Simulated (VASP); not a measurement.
# Fe (Im-3m) in VASP: a series of runs, part 2 of 2

VASP 6.6.1.

### Step 4. Single point, PBE+U, collinear spin, ferromagnetic start

The input, INCAR:

```
SYSTEM = Fe
PREC = Accurate
ENCUT = 520
EDIFF = 1E-6
ISMEAR = -1
SIGMA = 0.05
LREAL = .FALSE.
LASPH = .TRUE.
NELM = 150
ALGO = Normal
ISIF = 2
LWAVE = .FALSE.
LCHARG = .FALSE.
ISPIN = 2
MAGMOM = 4.9
LORBIT = 11
NUPDOWN = 4.9
LMAXMIX = 4
LDAU = .TRUE.
LDAUTYPE = 2
LDAUL = 2
LDAUU = 5.3
LDAUJ = 0
LDAUPRINT = 1
GGA = PE
NBANDS = 14
```

The input, KPOINTS:

```
regular mesh
0
G
  12 12 12
  0 0 0
```

The input, POSCAR:

```
Fe
1.0
   -1.4304000000      1.4304000000      1.4304000000
    1.4304000000     -1.4304000000      1.4304000000
    1.4304000000      1.4304000000     -1.4304000000
Fe
1
Direct
    0.0000000000      0.0000000000      0.0000000000
```

Potentials or basis: VASP PAW PBE potentials, release 64 (Fe).

The run is started by

```console
$ cat potpaw_PBE.64/Fe/POTCAR > POTCAR
$ mpirun -np 1 vasp_std > vasp.out
```

OUTCAR:

```text
SYSTEM = Fe
   PREC = Accurate
   ENCUT = 520
   EDIFF = 1E-6
   ISMEAR = -1
   LREAL = .FALSE.
   LASPH = .TRUE.
   NELM = 150
   ISIF = 2
   ISPIN = 2
   LORBIT = 11
   NUPDOWN = 4.9
   GGA = PE

 ion  position               nearest neighbor table
   1  0.000  0.000  0.000-

  LATTYP: Found a body centered cubic cell.
 ALAT       =     2.8608000000

  Lattice vectors:

 A1 = (  -1.4304000000,   1.4304000000,   1.4304000000)
 A2 = (   1.4304000000,  -1.4304000000,   1.4304000000)
 A3 = (   1.4304000000,   1.4304000000,  -1.4304000000)

Analysis of symmetry for initial positions (statically):
=====================================================================
 Subroutine PRICEL returns:
 Original cell was already a primitive cell.

 Routine SETGRP: Setting up the symmetry group for a
 body centered cubic supercell.

 Subroutine GETGRP returns: Found 48 space group operations
 (whereof 48 operations were pure point group operations)
 out of a pool of 48 trial point group operations.

The static configuration has the point symmetry O_h .

Analysis of symmetry for dynamics (positions and initial velocities):
=====================================================================
 Subroutine PRICEL returns:
 Original cell was already a primitive cell.

 Routine SETGRP: Setting up the symmetry group for a
 body centered cubic supercell.

 Subroutine GETGRP returns: Found 48 space group operations
 (whereof 48 operations were pure point group operations)
 out of a pool of 48 trial point group operations.

The dynamic configuration has the point symmetry O_h .

Analysis of structural, dynamic, and magnetic symmetry:
=====================================================================
 Subroutine PRICEL returns:
 Original cell was already a primitive cell.

 Routine SETGRP: Setting up the symmetry group for a
 body centered cubic supercell.

 Subroutine GETGRP returns: Found 48 space group operations
 (whereof 48 operations were pure point group operations)
 out of a pool of 48 trial point group operations.

The overall configuration has the point symmetry O_h .

 Subroutine INISYM returns: Found 48 space group operations
 (whereof 48 operations are pure point group operations),
 and found     1 'primitive' translations

----------------------------------------------------------------------------------------

                                     Primitive cell

  volume of cell :      11.7066

  direct lattice vectors                    reciprocal lattice vectors
    -1.430400000  1.430400000  1.430400000     0.000000000  0.349552573  0.349552573
     1.430400000 -1.430400000  1.430400000     0.349552573  0.000000000  0.349552573
     1.430400000  1.430400000 -1.430400000     0.349552573  0.349552573  0.000000000

  length of vectors
     2.477525475  2.477525475  2.477525475     0.494341989  0.494341989  0.494341989
[... 104 lines left out ...]
 LDA+U is selected, type is set to LDAUTYPE =  2
   angular momentum for each species LDAUL =     2
   U (eV)           for each species LDAUU =   5.3
   J (eV)           for each species LDAUJ =   0.0
   GGA     = PE    functional components
   LHFCALC =     F    Hartree Fock is set to
   AEXX    =    0.0000 exact exchange contribution
   IVDW    =     0    specifies the selected vdW correction
   LEPSILON=     F    determine dielectric tensor
   LRPA    =     F    only Hartree local field effects (RPA)
 spin polarized calculation
  energy-cutoff  :      520.00
  volume of cell :       11.71
 maximum number of plane-waves:       327
   NGX =  9   NGY =  9   NGZ =  9

atom =   1  type =  1  l = 2

 onsite density matrix

spin component  1

  1.0215 -0.0000  0.0000  0.0000  0.0000
 -0.0000  1.0215  0.0000 -0.0000 -0.0000
  0.0000  0.0000  1.0148 -0.0000  0.0000
  0.0000 -0.0000 -0.0000  1.0215  0.0000
  0.0000 -0.0000  0.0000  0.0000  1.0148

spin component  2

  0.0761 -0.0000 -0.0000 -0.0000 -0.0000
 -0.0000  0.0761 -0.0000  0.0000 -0.0000
 -0.0000 -0.0000  0.2753  0.0000 -0.0000
 -0.0000  0.0000  0.0000  0.0761 -0.0000
 -0.0000 -0.0000 -0.0000 -0.0000  0.2753

 occupancies and eigenvectors

  o =  0.0761  v =  0.0000  0.0000  0.0000  0.0000  0.0000  0.0070  0.9987 -0.0000 -0.0504  0.0000      0.0000  0.0000  0.0000  0.0000  0.0000  0.0000  0.0000  0.0000  0.0000  0.0000
  o =  0.0761  v =  0.0000  0.0000  0.0000  0.0000  0.0000 -0.0618 -0.0499  0.0000 -0.9968  0.0000      0.0000  0.0000  0.0000  0.0000  0.0000  0.0000  0.0000  0.0000  0.0000  0.0000
  o =  0.0761  v =  0.0000  0.0000  0.0000  0.0000  0.0000  0.9981 -0.0101  0.0000 -0.0614  0.0000      0.0000  0.0000  0.0000  0.0000  0.0000  0.0000  0.0000  0.0000  0.0000  0.0000
  o =  0.2753  v =  0.0000  0.0000  0.0000  0.0000  0.0000 -0.0000  0.0000  1.0000  0.0000  0.0050      0.0000  0.0000  0.0000  0.0000  0.0000  0.0000  0.0000  0.0000  0.0000  0.0000
  o =  0.2753  v =  0.0000  0.0000  0.0000  0.0000  0.0000  0.0000  0.0000  0.0050  0.0000 -1.0000      0.0000  0.0000  0.0000  0.0000  0.0000  0.0000  0.0000  0.0000  0.0000  0.0000
  o =  1.0148  v =  0.0000 -0.0000 -0.1100 -0.0000  0.9939  0.0000  0.0000  0.0000  0.0000  0.0000      0.0000  0.0000  0.0000  0.0000  0.0000  0.0000  0.0000  0.0000  0.0000  0.0000
  o =  1.0148  v =  0.0000 -0.0000  0.9939  0.0000  0.1100  0.0000  0.0000  0.0000  0.0000  0.0000      0.0000  0.0000  0.0000  0.0000  0.0000  0.0000  0.0000  0.0000  0.0000  0.0000
  o =  1.0215  v =  0.0000 -0.0502  0.0000 -0.9987 -0.0000  0.0000  0.0000  0.0000  0.0000  0.0000      0.0000  0.0000  0.0000  0.0000  0.0000  0.0000  0.0000  0.0000  0.0000  0.0000
  o =  1.0215  v =  1.0000  0.0000  0.0000  0.0000  0.0000  0.0000  0.0000  0.0000  0.0000  0.0000      0.0000  0.0000  0.0000  0.0000  0.0000  0.0000  0.0000  0.0000  0.0000  0.0000
  o =  1.0215  v =  0.0000 -0.9987 -0.0000  0.0502 -0.0000  0.0000  0.0000  0.0000  0.0000  0.0000      0.0000  0.0000  0.0000  0.0000  0.0000  0.0000  0.0000  0.0000  0.0000  0.0000

 number of electron       8.0000000 magnetization       4.9000000

 Free energy of the ion-electron system (eV)
  ---------------------------------------------------
  ext. energy  EPLUGINS =         0.00000000
  ---------------------------------------------------
  free energy    TOTEN  =        -0.69858915 eV

  energy without entropy =       -0.69098181  energy(sigma->0) =       -0.69478548

 E-fermi :   6.2265     XC(G=0): -12.9313

 val. band max:       13.0869140921   @ k =  -0.3333   0.5000   0.1667
 cond. band min:       6.2718958502   @ k =   0.2500   0.1667   0.0000
 fundamental gap:     -6.8150182420
 Fermi energy:        13.0883183939

 spin component 1

 k-point     1 :       0.0000    0.0000    0.0000
  band No.  band energies     occupation
      1      -3.5070      1.00000
      2      -1.3537      1.00000
      3      -1.3537      1.00000
      4      -1.3537      1.00000
      5       0.3141      1.00000
      6       0.3141      1.00000
      7      29.5511      0.00000
      8      29.5511      0.00000
      9      29.5511      0.00000
     10      30.2098      0.00000
     11      30.2098      0.00000
     12      30.2098      0.00000
[... 793 lines left out ...]
      3       6.7881      0.00001
      4       8.4868      0.00000
      5       8.6490      0.00000
      6      11.7257      0.00000
      7      15.7186      0.00000
      8      22.7979      0.00000
      9      24.0676      0.00000
     10      34.4627      0.00000
     11      38.1464      0.00000
     12      41.3492      0.00000
     13      45.4436      0.00000
     14      47.7248      0.00000

 [... further k-points ...]
[... 5 lines left out ...]
  --------------------------------------------------------------------------------------
  -------------------------------------------------------------------------------------
  Total        7.7198839      7.7198839      7.7198839      0.0000000      0.0000000     -0.0000000
  in kB     1056.5470824   1056.5470824   1056.5470824      0.0000000      0.0000000     -0.0000000
  external PRESSURE =    1056.5470824 kB  Pullay stress =       0.0000000 kB

 VOLUME and BASIS-vectors are now :
 -----------------------------------------------------------------------------
  energy-cutoff  :      520.00
  volume of cell :       11.71
      direct lattice vectors                 reciprocal lattice vectors
    -1.430400000  1.430400000  1.430400000     0.000000000  0.349552573  0.349552573
     1.430400000 -1.430400000  1.430400000     0.349552573  0.000000000  0.349552573
     1.430400000  1.430400000 -1.430400000     0.349552573  0.349552573  0.000000000

 POSITION                                       TOTAL-FORCE (eV/Angst)
 -----------------------------------------------------------------------------------
      0.00000      0.00000      0.00000        -0.000000     -0.000000     -0.000000
 -----------------------------------------------------------------------------------
    total drift:                                0.000000     -0.000000      0.000000

  FREE ENERGIE OF THE ION-ELECTRON SYSTEM (eV)
  ---------------------------------------------------
  free  energy   TOTEN  =        -0.6985891511 eV

  energy  without entropy=       -0.6909818119  energy(sigma->0) =       -0.69478548

 total charge

# of ion       s       p       d       tot
------------------------------------------
    1        0.615   0.756   5.843   7.214

 magnetization (x)

# of ion       s       p       d       tot
------------------------------------------
    1        0.131   0.335   4.297   4.763
```

Run time: 15 s. Hardware: 1 thread of AMD EPYC 9R45 (Zen 5), shared host; peak memory 0.1 GiB.

What came out:

```yaml
Free_energy: -0.6986 eV
Pressure: 105.7 GPa
Net_moment: 4.90 μB per cell
Site_moments: Fe +4.76 μB
Valence_electrons_inside_the_program's_atomic_spheres: Fe 7.21
```

Eigenvalues of the final occupation matrices:
```tsv
site	spin	trace	eigenvalues
site 1 d	1	5.09	1.01 1.01 1.02 1.02 1.02
site 1 d	2	0.78	0.08 0.08 0.08 0.28 0.28
```

Caveat: the total moment is fixed, so each spin has its own Fermi level; the U is typed as a test and isn't derived for this compound. The state reached can hang on the start; a lower one may exist.

### Step 5. Overview

```csv
fixed moment (μB),pressure (GPa),moment (μB)
2.45,6.3,2.45
3.68,42.6,3.68
4.9,105.7,4.90
```

Alike in all rows: task single point; level PBE+U; potentials or basis VASP PAW PBE potentials, release 64 (Fe); spin collinear, ferromagnetic start; Fe d U = 5.3 eV; cell as given; k mesh 12 × 12 × 12; cutoff (eV) 520; smearing fermi-dirac 0.05 eV.

Caveats: the total moment is fixed, so each spin has its own Fermi level; the U is typed as a test and isn't derived for this compound.

Absolute energies hang on the potentials; compare differences alone.
